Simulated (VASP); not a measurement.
# Au (Fd-3m) in VASP: a series of runs

The runs below take Au through single point, with LDA.

Everything below comes from runs of VASP 6.6.1. Logs are shortened: lines on timing, memory, paths and dates and some standing lists are left out, and cuts for length are marked.

## Step 1: The cell of the first run

The structure is cubic, space group Fd-3m (No. 227). Conventional cell: a = 5.431 Å, b = 5.431 Å, c = 5.431 Å, α = 90.00°, β = 90.00°, γ = 90.00°. Within 3.1 Å of Au (site symmetry -43m) lie 4 Au at 2.35 Å.

This isn't the form of Au at room conditions, which is fcc.

## Step 2: Single point, LDA (20.02 Å³/atom)

INCAR

```
ALGO = Normal ; EDIFF = 1E-6
ENCUT = 520 ; ISIF = 2
ISMEAR = -1 ; LASPH = T
LCHARG = T ; LELF = T
LREAL = F ; LVHAR = T
LWAVE = F ; NBANDS = 18
NELM = 80 ; PREC = Accurate
SIGMA = 0.1
```

KPOINTS

```
k-points
0
Gamma
  12 12 12
```

POSCAR

```
Au
1.0
    0.0000000000      2.7154313454      2.7154313454
    2.7154313454      0.0000000000      2.7154313454
    2.7154313454      2.7154313454      0.0000000000
Au
2
Direct
   -0.1250000000     -0.1250000000     -0.1250000000
    0.1250000000      0.1250000000      0.1250000000
```

Potentials or basis: VASP PAW LDA potentials, release 64 (Au).

Command:

```bash
cat potpaw_LDA.64/Au/POTCAR > POTCAR
mpirun -np 1 vasp_std > vasp.out
```

OUTCAR:

```text
EDIFF = 1E-6
   ENCUT = 520
   ISIF = 2
   ISMEAR = -1
   LASPH = T
   LREAL = F
   NELM = 80
   PREC = Accurate

 ion  position               nearest neighbor table
   1  0.875  0.875  0.875-   2 2.35   2 2.35   2 2.35   2 2.35
   2  0.125  0.125  0.125-   1 2.35   1 2.35   1 2.35   1 2.35

  LATTYP: Found a face centered cubic cell.
 ALAT       =     5.4308626908

  Lattice vectors:

 A1 = (   0.0000000000,   2.7154313454,   2.7154313454)
 A2 = (   2.7154313454,   0.0000000000,   2.7154313454)
 A3 = (   2.7154313454,   2.7154313454,   0.0000000000)

Analysis of symmetry for initial positions (statically):
=====================================================================
 Subroutine PRICEL returns:
 Original cell was already a primitive cell.

 Routine SETGRP: Setting up the symmetry group for a
 face centered cubic supercell.

 Subroutine GETGRP returns: Found 48 space group operations
 (whereof 12 operations were pure point group operations)
 out of a pool of 48 trial point group operations.

The static configuration has the point symmetry D_3d.
 The point group associated with its full space group is O_h .

Analysis of symmetry for dynamics (positions and initial velocities):
=====================================================================
 Subroutine PRICEL returns:
 Original cell was already a primitive cell.

 Routine SETGRP: Setting up the symmetry group for a
 face centered cubic supercell.

 Subroutine GETGRP returns: Found 48 space group operations
 (whereof 12 operations were pure point group operations)
 out of a pool of 48 trial point group operations.

The dynamic configuration has the point symmetry D_3d.
 The point group associated with its full space group is O_h .

 Subroutine INISYM returns: Found 48 space group operations
 (whereof 12 operations are pure point group operations),
 and found     1 'primitive' translations

----------------------------------------------------------------------------------------

                                     Primitive cell

  volume of cell :      40.0448

  direct lattice vectors                    reciprocal lattice vectors
     0.000000000  2.715431345  2.715431345    -0.184132809  0.184132809  0.184132809
     2.715431345  0.000000000  2.715431345     0.184132809 -0.184132809  0.184132809
     2.715431345  2.715431345  0.000000000     0.184132809  0.184132809 -0.184132809

  length of vectors
     3.840199836  3.840199836  3.840199836     0.318927380  0.318927380  0.318927380

  position of ions in fractional coordinates (direct lattice)
     0.875000000  0.875000000  0.875000000
     0.125000000  0.125000000  0.125000000

  ion indices of the primitive-cell ions
   primitive index   ion index
                 1           1
                 2           2

----------------------------------------------------------------------------------------

 KPOINTS: k-points

Automatic generation of k-mesh.
 Grid dimensions read from file:
 generate k-points for:   12   12   12

 Generating k-lattice:

  Cartesian coordinates                     Fractional coordinates (reciprocal lattice)
    -0.015344401  0.015344401  0.015344401     0.083333333  0.000000000  0.000000000
     0.015344401 -0.015344401  0.015344401     0.000000000  0.083333333  0.000000000
     0.015344401  0.015344401 -0.015344401     0.000000000  0.000000000  0.083333333

  Length of vectors
     0.026577282  0.026577282  0.026577282

  Shift w.r.t. Gamma in fractional coordinates (k-lattice)
     0.000000000  0.000000000  0.000000000

 Subroutine IBZKPT returns following result:
 ===========================================

 Found     72 irreducible k-points:

 Following reciprocal coordinates:
            Coordinates               Weight
  0.000000  0.000000  0.000000      1.000000
  0.083333  0.000000  0.000000      8.000000
  0.166667  0.000000  0.000000      8.000000
  0.250000  0.000000  0.000000      8.000000
  0.333333  0.000000  0.000000      8.000000
  0.416667  0.000000  0.000000      8.000000
[... 16 lines left out ...]
  0.500000  0.166667  0.000000     24.000000
 -0.416667  0.166667  0.000000     24.000000
 [... further k-points ...]
   k-points           NKPTS =     72   k-points in BZ     NKDIM =     72   number of bands    NBANDS=     18
   number of dos      NEDOS =    301   number of ions     NIONS =      2
   total plane-waves  NPLWV =  27000
   dimension x,y,z NGX =    30 NGY =   30 NGZ =   30
   dimension x,y,z NGXF=    60 NGYF=   60 NGZF=   60
   ions per type =               2
   NGX,Y,Z   is equivalent  to a cutoff of  12.99, 12.99, 12.99 a.u.
   NGXF,Y,Z  is equivalent  to a cutoff of  25.97, 25.97, 25.97 a.u.
 SYSTEM =  unknown system
   PREC   = accura    normal or accurate (medium, high low for compatibility)
   ISTART =      0    job   : 0-new  1-cont  2-samecut
   ICHARG =      2    charge: 1-file 2-atom 10-const
   ISPIN  =      1    spin polarized calculation?
   LNONCOLLINEAR =      F non collinear calculations
   LSORBIT =      F    spin-orbit coupling
   LASPH  =      T    aspherical Exc in radial PAW
   ENCUT  =  520.0 eV  38.22 Ry    6.18 a.u.   7.14  7.14  7.14*2*pi/ulx,y,z
   NELM   =     80;   NELMIN=  2; NELMDL= -5     # of ELM steps
   EDIFF  = 0.1E-05   stopping-criterion for ELM
   LREAL  =      F    real-space projection
   EDIFFG = 0.1E-04   stopping-criterion for IOM
   NSW    =      0    number of steps for IOM
   IBRION =     -1    ionic relax: 0-MD 1-quasi-New 2-CG
   NFREE  =      0    steps in history (QN), initial steepest desc. (CG)
   ISIF   =      2    stress and relaxation
   ISYM   =      2    0-nonsym 1-usesym 2-fastsym
   POTIM  = 0.5000    time-step for ionic-motion
   TEBEG  =    0.0;   TEEND  =   0.0 temperature during run
   PSTRESS=    0.0 pullay stress
   NELECT =      22.0000    total number of electrons
   NUPDOWN=      -1.0000    fix difference up-down
   EMIN   =  10.00;   EMAX   =-10.00  energy-range for DOS
   EFERMI =   0.00;   METHOD = LEGACY
   ISMEAR =    -1;   SIGMA  =   0.10  broadening in eV -4-tet -1-fermi 0-gaus
   EFERMI_NEDOS =   21; number of points for ismear=-14 and -15
   IALGO  =     38    algorithm
   IMIX   =      4    mixing-type and parameters
     AMIX     =   0.40;   BMIX     =  1.00
     AMIX_MAG =   1.60;   BMIX_MAG =  1.00
  volume/ion in A,a.u.               =      20.02       135.12
  Fermi-wavevector in a.u.,A,eV,Ry     =   1.340809  2.533762 24.460127  1.797769
  Thomas-Fermi vector in A             =   2.469092
   LORBIT       =      0    0 simple, 1 ext, 2 COOP (PROOUT), +10 PAW based schemes
   GGA     = CA    functional components
   LHFCALC =     F    Hartree Fock is set to
   AEXX    =    0.0000 exact exchange contribution
   IVDW    =     0    specifies the selected vdW correction
   LEPSILON=     F    determine dielectric tensor
   LRPA    =     F    only Hartree local field effects (RPA)
 non-spin polarized calculation
  energy-cutoff  :      520.00
  volume of cell :       40.04
 maximum number of plane-waves:      1090
 NGX is ok and might be reduce to    30
   NGX = 15   NGY = 15   NGZ = 15

 number of electron      21.9999995 magnetization

 Free energy of the ion-electron system (eV)
  ---------------------------------------------------
  ext. energy  EPLUGINS =         0.00000000
  ---------------------------------------------------
  free energy    TOTEN  =        -5.46858244 eV

  energy without entropy =       -5.43870081  energy(sigma->0) =       -5.45364162

 E-fermi :   7.0227     XC(G=0): -11.6862

 val. band max:        7.0134767270   @ k =  -0.4167   0.2500   0.0833
 cond. band min:       7.0521886000   @ k =  -0.4167   0.1667   0.0000
 fundamental gap:      0.0387118730
 Fermi energy:         7.0227199906

 k-point     1 :       0.0000    0.0000    0.0000
  band No.  band energies     occupation
      1      -1.7486      2.00000
      2       0.5995      2.00000
      3       0.5995      2.00000
      4       0.8184      2.00000
      5       0.8184      2.00000
      6       0.8184      2.00000
[... 10 lines left out ...]
     17      20.2500      0.00000
     18      20.2500      0.00000

 k-point     2 :       0.0833    0.0000    0.0000
  band No.  band energies     occupation
      1      -1.6295      2.00000
      2       0.4835      2.00000
      3       0.4835      2.00000
      4       0.8075      2.00000
      5       0.9742      2.00000
      6       0.9742      2.00000
[... 10 lines left out ...]
     17      20.5066      0.00000
     18      20.5077      0.00000

 k-point     3 :       0.1667    0.0000    0.0000
  band No.  band energies     occupation
      1      -1.2915      2.00000
      2       0.3700      2.00000
      3       0.3700      2.00000
      4       0.7799      2.00000
      5       1.1797      2.00000
      6       1.1797      2.00000
[... 10 lines left out ...]
     17      20.5790      0.00000
     18      20.5912      0.00000

 k-point     4 :       0.2500    0.0000    0.0000
  band No.  band energies     occupation
      1      -0.8022      2.00000
      2       0.3389      2.00000
      3       0.3389      2.00000
      4       0.7461      2.00000
      5       1.2867      2.00000
      6       1.2867      2.00000
[... 375 lines left out ...]
      4       0.6384      2.00000
      5       1.2812      2.00000
      6       1.7112      2.00000
[... 10 lines left out ...]
     17      21.5395      0.00000
     18      22.4936      0.00000

 k-point    23 :       0.5000    0.1667    0.0000
  band No.  band energies     occupation
      1       0.0422      2.00000
      2       0.4085      2.00000
      3       0.5249      2.00000
      4       0.6329      2.00000
      5       1.4091      2.00000
      6       1.5146      2.00000
[... 10 lines left out ...]
     17      22.1762      0.00000
     18      22.3600      0.00000

 k-point    24 :      -0.4167    0.1667    0.0000
  band No.  band energies     occupation
      1       0.0767      2.00000
      2       0.3631      2.00000
      3       0.4951      2.00000
      4       0.7311      2.00000
      5       1.2674      2.00000
      6       1.5981      2.00000
[... 10 lines left out ...]
     17      22.0038      0.00000
     18      22.9546      0.00000

 [... further k-points ...]

------------------------ aborting loop because EDIFF is reached ----------------------------------------

  FORCE on cell =-STRESS in cart. coord.  units (eV):
  Direction    XX          YY          ZZ          XY          YZ          ZX
  --------------------------------------------------------------------------------------
  -------------------------------------------------------------------------------------
  Total       11.8727732     11.8727732     11.8727732      0.0000000     -0.0000000      0.0000000
  in kB      475.0247931    475.0247931    475.0247931      0.0000000     -0.0000000      0.0000000
  external PRESSURE =     475.0247931 kB  Pullay stress =       0.0000000 kB

 VOLUME and BASIS-vectors are now :
 -----------------------------------------------------------------------------
  energy-cutoff  :      520.00
  volume of cell :       40.04
      direct lattice vectors                 reciprocal lattice vectors
     0.000000000  2.715431345  2.715431345    -0.184132809  0.184132809  0.184132809
     2.715431345  0.000000000  2.715431345     0.184132809 -0.184132809  0.184132809
     2.715431345  2.715431345  0.000000000     0.184132809  0.184132809 -0.184132809

 POSITION                                       TOTAL-FORCE (eV/Angst)
 -----------------------------------------------------------------------------------
      4.75200      4.75200      4.75200        -0.000000     -0.000000     -0.000000
      0.67886      0.67886      0.67886         0.000000      0.000000      0.000000
 -----------------------------------------------------------------------------------
    total drift:                               -0.000000      0.000000      0.000000

  FREE ENERGIE OF THE ION-ELECTRON SYSTEM (eV)
  ---------------------------------------------------
  free  energy   TOTEN  =        -5.4685824379 eV

  energy  without entropy=       -5.4387008114  energy(sigma->0) =       -5.45364162
```

Run time: 66 s. Hardware: 1 thread of Intel Xeon 8259CL, shared host; peak memory 0.17 GiB.

Results:

```
Free energy            : -5.4686 eV
Pressure               : 47.5 GPa
Band gap on the k mesh : zero (bands 11 and 12 overlap by 0.69 eV)
```

Levels at points of the mesh, in eV from the Fermi level:
```tsv
k point	band 8	band 9	band 10	band 11	band 12	band 13	band 14	band 15
(0.00, 0.00, 0.00)	-3.29	-3.29	-1.21	-1.21	10.82	10.96	12.33	12.33
(0.50, 0.00, 0.00)	-2.72	-2.42	-1.61	-1.61	-0.13	8.25	8.25	9.79
(0.50, 0.50, 0.00)	-4.06	-1.32	-1.32	0.52	0.52	3.49	3.49	9.59
```

Caveat: the cell stands under pressure; spin-orbit coupling is left out, which moves the levels of the heavy elements.

[end of part 1 of 2]
